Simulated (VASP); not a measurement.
# CdS (Greenockite) (P6_3mc) in VASP: notebook

The runs below take CdS (Greenockite) through single point, with PBEsol.

Everything below comes from runs of VASP 6.6.1. Logs are shortened: lines on timing, memory, paths and dates and some standing lists are left out, and cuts for length are marked.

### 1 The cell of the first run

Symmetry: P6_3mc, No. 186, hexagonal system. The conventional cell has a = 4.083 Å, b = 4.083 Å, c = 6.642 Å, α = 90.00°, β = 90.00°, γ = 120.00°. Cd (site symmetry 3m) has 4 S at 2.50 Å within 3.3 Å. Within 3.3 Å of S (site symmetry 3m) lie 4 Cd at 2.50 Å.

### 2 Single point, PBEsol, non-collinear spin, zero start, spin-orbit coupling

INCAR

```
SYSTEM = CdS
  PREC = Accurate
  ENCUT = 520
  EDIFF = 1E-7
  ISMEAR = 0
  SIGMA = 0.01
  LREAL = .False.
  LASPH = .True.
  NELM = 150
  ALGO = Normal
  ISIF = 2
  LWAVE = .False.
  LCHARG = .False.
  LNONCOLLINEAR = .True.
  MAGMOM = 0 0 0 0 0 0 0 0 0 0 0 0
  LORBIT = 11
  LSORBIT = .True.
  GGA_COMPAT = .False.
  LORBMOM = .True.
  GGA = PS
  NBANDS = 50
```

KPOINTS

```
regular mesh
0
Gamma
  6 6 4
  0 0 0
```

POSCAR

```
CdS
1.0
    4.0827891284      0.0000000000      0.0000000000
   -2.0413945642      3.5357991034      0.0000000000
    0.0000000000      0.0000000000      6.6415416228
Cd S
2 2
Direct
    0.3333333333      0.6666666667     -0.0007674498
    0.6666666667      0.3333333333      0.4992325502
    0.3333333333      0.6666666667      0.3757674498
    0.6666666667      0.3333333333      0.8757674498
```

Potentials or basis: VASP PAW PBE potentials, release 64 (Cd, S).

Command:

```bash
cat potpaw_PBE.64/Cd/POTCAR potpaw_PBE.64/S/POTCAR > POTCAR
mpirun -np 1 vasp_ncl > vasp.out
```

OUTCAR:

```text
SYSTEM = CdS
   PREC = Accurate
   ENCUT = 520
   EDIFF = 1E-7
   ISMEAR = 0
   LREAL = .False.
   LASPH = .True.
   NELM = 150
   ISIF = 2
   LNONCOLLINEAR = .True.
   LORBIT = 11
   LSORBIT = .True.
   GGA = PS

 ion  position               nearest neighbor table
   1  0.333  0.667  0.999-   4 2.50   4 2.50   4 2.50   3 2.50
   2  0.667  0.333  0.499-   3 2.50   3 2.50   3 2.50   4 2.50
   3  0.333  0.667  0.376-   2 2.50   2 2.50   2 2.50   1 2.50
   4  0.667  0.333  0.876-   1 2.50   1 2.50   1 2.50   2 2.50

  LATTYP: Found a hexagonal cell.
 ALAT       =     4.0827891284
 C/A-ratio  =     1.6267167894

  Lattice vectors:

 A1 = (   4.0827891284,   0.0000000000,   0.0000000000)
 A2 = (  -2.0413945642,   3.5357991034,   0.0000000000)
 A3 = (   0.0000000000,   0.0000000000,   6.6415416228)

Analysis of symmetry for initial positions (statically):
=====================================================================
 Subroutine PRICEL returns:
 Original cell was already a primitive cell.

 Routine SETGRP: Setting up the symmetry group for a
 hexagonal supercell.

 Subroutine GETGRP returns: Found 12 space group operations
 (whereof  6 operations were pure point group operations)
 out of a pool of 24 trial point group operations.

The static configuration has the point symmetry C_3v.
 The point group associated with its full space group is C_6v.

Analysis of symmetry for dynamics (positions and initial velocities):
=====================================================================
 Subroutine PRICEL returns:
 Original cell was already a primitive cell.

 Routine SETGRP: Setting up the symmetry group for a
 hexagonal supercell.

 Subroutine GETGRP returns: Found 12 space group operations
 (whereof  6 operations were pure point group operations)
 out of a pool of 24 trial point group operations.

The dynamic configuration has the point symmetry C_3v.
 The point group associated with its full space group is C_6v.

Analysis of structural, dynamic, and magnetic symmetry:
=====================================================================
 Subroutine PRICEL returns:
 Original cell was already a primitive cell.

 Routine SETGRP: Setting up the symmetry group for a
 hexagonal supercell.

 Subroutine GETGRP returns: Found 12 space group operations
 (whereof  6 operations were pure point group operations)
 out of a pool of 24 trial point group operations.

The overall configuration has the point symmetry C_3v.
 The point group associated with its full space group is C_6v.

 Subroutine INISYM returns: Found 12 space group operations
 (whereof  6 operations are pure point group operations),
 and found     1 'primitive' translations

[... 1412 lines left out ...]
    total drift:                               -0.000000      0.000000      0.001096

  FREE ENERGIE OF THE ION-ELECTRON SYSTEM (eV)
  ---------------------------------------------------
  free  energy   TOTEN  =       -13.6642460941 eV

  energy  without entropy=      -13.6642460941  energy(sigma->0) =      -13.66424609

 orbital moment (x)

 # of ion     p       d       tot
 ----------------------------------------
  1         0.000   0.000   0.000
  2        -0.000  -0.000  -0.000
  3        -0.000   0.000  -0.000
  4         0.000   0.000   0.000
 ----------------------------------------
            0.000  -0.000  -0.000

 orbital moment (y)

 # of ion     p       d       tot
 ----------------------------------------
  1         0.000  -0.000  -0.000
  2        -0.000  -0.000  -0.000
  3        -0.000   0.000  -0.000
  4         0.000   0.000   0.000
 ----------------------------------------
           -0.000  -0.000  -0.000

 orbital moment (z)

 # of ion     p       d       tot
 ----------------------------------------
  1        -0.000  -0.000  -0.000
  2         0.000   0.000   0.000
  3         0.000   0.000   0.000
  4         0.000   0.000   0.000
 ----------------------------------------
           -0.000  -0.000  -0.000

 Spin-Orbit-Coupling matrix elements

 Ion:    1  E_soc:     -0.0584219
 l=   1
     0.0000000    -0.0026439    -0.0026650
    -0.0026439     0.0000000    -0.0026439
    -0.0026650    -0.0026439     0.0000000
 l=   2
     0.0000000    -0.0014093     0.0000000    -0.0014093    -0.0056951
    -0.0014093     0.0000000    -0.0042654    -0.0013952    -0.0014093
     0.0000000    -0.0042654     0.0000000    -0.0042654     0.0000000
    -0.0014093    -0.0013952    -0.0042654     0.0000000    -0.0014093
    -0.0056951    -0.0014093     0.0000000    -0.0014093     0.0000000
 l=   3
     0.0000000     0.0000000     0.0000000     0.0000000     0.0000000     0.0000000     0.0000000
     0.0000000     0.0000000     0.0000000     0.0000000     0.0000000     0.0000000     0.0000000
     0.0000000     0.0000000     0.0000000     0.0000000     0.0000000     0.0000000     0.0000000
     0.0000000     0.0000000     0.0000000     0.0000000     0.0000000     0.0000000     0.0000000
[... 49 lines left out ...]
 l=   2
     0.0000000     0.0000000     0.0000000     0.0000000     0.0000000
     0.0000000     0.0000000     0.0000000     0.0000000     0.0000000
     0.0000000     0.0000000     0.0000000     0.0000000     0.0000000
     0.0000000     0.0000000     0.0000000     0.0000000     0.0000000
     0.0000000     0.0000000     0.0000000     0.0000000     0.0000000
 l=   3
     0.0000000     0.0000000     0.0000000     0.0000000     0.0000000     0.0000000     0.0000000
     0.0000000     0.0000000     0.0000000     0.0000000     0.0000000     0.0000000     0.0000000
     0.0000000     0.0000000     0.0000000     0.0000000     0.0000000     0.0000000     0.0000000
     0.0000000     0.0000000     0.0000000     0.0000000     0.0000000     0.0000000     0.0000000
     0.0000000     0.0000000     0.0000000     0.0000000     0.0000000     0.0000000     0.0000000
     0.0000000     0.0000000     0.0000000     0.0000000     0.0000000     0.0000000     0.0000000
     0.0000000     0.0000000     0.0000000     0.0000000     0.0000000     0.0000000     0.0000000

 total charge

# of ion       s       p       d       tot
------------------------------------------
    1        0.437   0.354   9.561  10.351
    2        0.437   0.354   9.561  10.351
    3        1.316   2.393   0.000   3.709
    4        1.316   2.393   0.000   3.709
--------------------------------------------------
tot          3.506   5.492  19.122  28.120

 magnetization (x)

# of ion       s       p       d       tot
------------------------------------------
    1       -0.000  -0.000   0.000  -0.000
    2        0.000   0.000  -0.000   0.000
    3        0.000  -0.000   0.000  -0.000
    4       -0.000   0.000   0.000   0.000
--------------------------------------------------
tot         -0.000   0.000  -0.000   0.000

 magnetization (y)

# of ion       s       p       d       tot
------------------------------------------
    1        0.000   0.000   0.000   0.000
    2        0.000   0.000   0.000   0.000
    3        0.000   0.000   0.000   0.000
    4        0.000   0.000   0.000   0.000
--------------------------------------------------
tot          0.000   0.000   0.000   0.000

 magnetization (z)

# of ion       s       p       d       tot
------------------------------------------
    1       -0.000  -0.000   0.000  -0.000
    2       -0.000  -0.000   0.000  -0.000
    3        0.000  -0.000   0.000  -0.000
    4        0.000  -0.000   0.000  -0.000
--------------------------------------------------
tot         -0.000  -0.000   0.000  -0.000
```

OSZICAR:

```text
N       E                     dE             d eps       ncg     rms          rms(c)
DAV:   1     0.263086095154E+03    0.26309E+03   -0.17505E+04  2800   0.134E+03
DAV:   2     0.208994060532E+01   -0.26100E+03   -0.25102E+03  3090   0.342E+02
DAV:   3    -0.144393500961E+02   -0.16529E+02   -0.16405E+02  3308   0.860E+01
DAV:   4    -0.146550035329E+02   -0.21565E+00   -0.21538E+00  3132   0.937E+00
DAV:   5    -0.146585526603E+02   -0.35491E-02   -0.35485E-02  3322   0.118E+00    0.121E+01
DAV:   6    -0.136897973092E+02    0.96876E+00   -0.17765E+00  3454   0.162E+01    0.932E+00
DAV:   7    -0.136773646207E+02    0.12433E-01   -0.86179E-01  3026   0.529E+00    0.383E+00
DAV:   8    -0.136660424144E+02    0.11322E-01   -0.13923E-01  3290   0.394E+00    0.779E-01
DAV:   9    -0.136639294585E+02    0.21130E-02   -0.14264E-02  3174   0.156E+00    0.338E-01
DAV:  10    -0.136642126637E+02   -0.28321E-03   -0.18119E-03  3136   0.321E-01    0.122E-01
DAV:  11    -0.136641677721E+02    0.44892E-04   -0.30996E-04  3170   0.212E-01    0.702E-02
DAV:  12    -0.136642486463E+02   -0.80874E-04   -0.25555E-04  2920   0.119E-01    0.482E-02
DAV:  13    -0.136642460578E+02    0.25885E-05   -0.15667E-05  3160   0.346E-02    0.311E-02
DAV:  14    -0.136642460941E+02   -0.36323E-07   -0.45447E-07  2962   0.396E-03
   1 F= -.13664246E+02 E0= -.13664246E+02  d E =-.260060E-37  mag=    -0.0000    -0.0000     0.0000
```

It took 9.5 min on 1 thread of Oxide Virtual Turin-like, shared host; peak memory 0.44 GiB.

Results:

```yaml
Free_energy: -13.6642 eV
Pressure: 2.4 GPa
Net_moment: 0.00 μB per cell
Valence_electrons_inside_the_program's_atomic_spheres: Cd 10.35; S 3.71
```

Forces in eV/Å, atoms in the order of the input:
```
Cd   0.000  0.000  0.003
Cd   0.000  0.000  0.003
S    0.000  0.000 -0.003
S    0.000  0.000 -0.003
```

Moments on the atoms (μB; x, y, z):
```
Cd  0.00 0.00 0.00
Cd  0.00 0.00 0.00
S   0.00 0.00 0.00
S   0.00 0.00 0.00
```

Caveat: the PAW data sets were made with another functional, which shifts forces and pressure a little.

### 3 Single point, PBEsol, non-collinear spin, zero start, spin-orbit coupling

This run uses another cell than the first one, of 24.70 Å³/atom, 1.031 times its volume.

INCAR

```
SYSTEM = CdS
  ALGO = Normal
  EDIFF = 1E-6
  ENCUT = 520
  GGA = PS
  GGA_COMPAT = .False.
  ISIF = 2
  ISMEAR = 0
  LASPH = .True.
  LCHARG = .False.
  LORBIT = 11
  LORBMOM = .True.
  LREAL = .False.
  LSORBIT = .True.
  LWAVE = .False.
  MAGMOM = 0 0 0 0 0 0 0 0 0 0 0 0
  NBANDS = 50
  NELM = 150
  PREC = Accurate
  SIGMA = 0.01
```

KPOINTS

```
k-points
0
Gamma
  6 6 4
  0 0 0
```

POSCAR

```
CdS
1.0
    4.1238575649      0.0000000000      0.0000000000
   -2.0619287824      3.5713654128      0.0000000000
    0.0000000000      0.0000000000      6.7096909191
Cd S
2 2
Direct
    0.3333333333      0.6666666667     -0.0007769940
    0.6666666667      0.3333333333      0.4992230060
    0.3333333333      0.6666666667      0.3757769940
    0.6666666667      0.3333333333      0.8757769940
```

Potentials or basis: VASP PAW PBE potentials, release 64 (Cd, S).

Command:

```bash
cat potpaw_PBE.64/Cd/POTCAR potpaw_PBE.64/S/POTCAR > POTCAR
mpirun -np 1 vasp_ncl > vasp.out
```

OUTCAR:

```text
SYSTEM = CdS
   EDIFF = 1E-6
   ENCUT = 520
   GGA = PS
   ISIF = 2
   ISMEAR = 0
   LASPH = .True.
   LORBIT = 11
   LREAL = .False.
   LSORBIT = .True.
   NELM = 150
   PREC = Accurate

 ion  position               nearest neighbor table
   1  0.333  0.667  0.999-   4 2.52   4 2.52   4 2.52   3 2.53
   2  0.667  0.333  0.499-   3 2.52   3 2.52   3 2.52   4 2.53
   3  0.333  0.667  0.376-   2 2.52   2 2.52   2 2.52   1 2.53
   4  0.667  0.333  0.876-   1 2.52   1 2.52   1 2.52   2 2.53

  LATTYP: Found a hexagonal cell.
 ALAT       =     4.1238575649
 C/A-ratio  =     1.6270423538

  Lattice vectors:

 A1 = (   4.1238575649,   0.0000000000,   0.0000000000)
 A2 = (  -2.0619287824,   3.5713654128,   0.0000000000)
 A3 = (   0.0000000000,   0.0000000000,   6.7096909191)

Analysis of symmetry for initial positions (statically):
=====================================================================
 Subroutine PRICEL returns:
 Original cell was already a primitive cell.

 Routine SETGRP: Setting up the symmetry group for a
 hexagonal supercell.

 Subroutine GETGRP returns: Found 12 space group operations
[... 1508 lines left out ...]
     0.0000000     0.0000000     0.0000000     0.0000000     0.0000000     0.0000000     0.0000000
     0.0000000     0.0000000     0.0000000     0.0000000     0.0000000     0.0000000     0.0000000
     0.0000000     0.0000000     0.0000000     0.0000000     0.0000000     0.0000000     0.0000000
     0.0000000     0.0000000     0.0000000     0.0000000     0.0000000     0.0000000     0.0000000
[... 49 lines left out ...]
 l=   2
     0.0000000     0.0000000     0.0000000     0.0000000     0.0000000
     0.0000000     0.0000000     0.0000000     0.0000000     0.0000000
     0.0000000     0.0000000     0.0000000     0.0000000     0.0000000
     0.0000000     0.0000000     0.0000000     0.0000000     0.0000000
     0.0000000     0.0000000     0.0000000     0.0000000     0.0000000
 l=   3
     0.0000000     0.0000000     0.0000000     0.0000000     0.0000000     0.0000000     0.0000000
     0.0000000     0.0000000     0.0000000     0.0000000     0.0000000     0.0000000     0.0000000
     0.0000000     0.0000000     0.0000000     0.0000000     0.0000000     0.0000000     0.0000000
     0.0000000     0.0000000     0.0000000     0.0000000     0.0000000     0.0000000     0.0000000
     0.0000000     0.0000000     0.0000000     0.0000000     0.0000000     0.0000000     0.0000000
     0.0000000     0.0000000     0.0000000     0.0000000     0.0000000     0.0000000     0.0000000
     0.0000000     0.0000000     0.0000000     0.0000000     0.0000000     0.0000000     0.0000000

 total charge

# of ion       s       p       d       tot
------------------------------------------
    1        0.430   0.334   9.561  10.325
    2        0.430   0.334   9.561  10.325
    3        1.317   2.378   0.000   3.696
    4        1.317   2.378   0.000   3.696
--------------------------------------------------
tot          3.495   5.425  19.121  28.042

 magnetization (x)

# of ion       s       p       d       tot
------------------------------------------
    1        0.000   0.000   0.000   0.000
    2        0.000   0.000   0.000   0.000
    3        0.000   0.000   0.000   0.000
    4       -0.000   0.000   0.000  -0.000
--------------------------------------------------
tot          0.000   0.000   0.000   0.000

 magnetization (y)

# of ion       s       p       d       tot
------------------------------------------
    1        0.000   0.000   0.000   0.000
    2        0.000   0.000  -0.000   0.000
    3        0.000   0.000   0.000   0.000
    4        0.000   0.000   0.000   0.000
--------------------------------------------------
tot          0.000   0.000  -0.000   0.000

 magnetization (z)

# of ion       s       p       d       tot
------------------------------------------
    1        0.000   0.000   0.000   0.000
    2        0.000  -0.000   0.000   0.000
    3        0.000   0.000   0.000   0.000
    4        0.000   0.000   0.000   0.000
--------------------------------------------------
tot          0.000   0.000   0.000   0.000
```

Run time: 7.8 min. Hardware: 1 thread of Oxide Virtual Turin-like, shared host; peak memory 0.48 GiB.

Results:

* Free energy: -13.6896 eV
* Pressure: 0.4 GPa
* Net moment: 0.00 μB per cell
* Valence electrons inside the program's atomic spheres: Cd 10.32; S 3.70

Forces on the atoms (eV/Å):
```
Cd   0.000  0.000  0.002
Cd   0.000  0.000  0.002
S    0.000  0.000 -0.002
S    0.000  0.000 -0.002
```

Moments on the atoms (μB; x, y, z):
```
Cd  0.00 0.00 0.00
Cd  0.00 0.00 0.00
S   0.00 0.00 0.00
S   0.00 0.00 0.00
```

Caveat: the PAW data sets were made with another functional, which shifts forces and pressure a little.
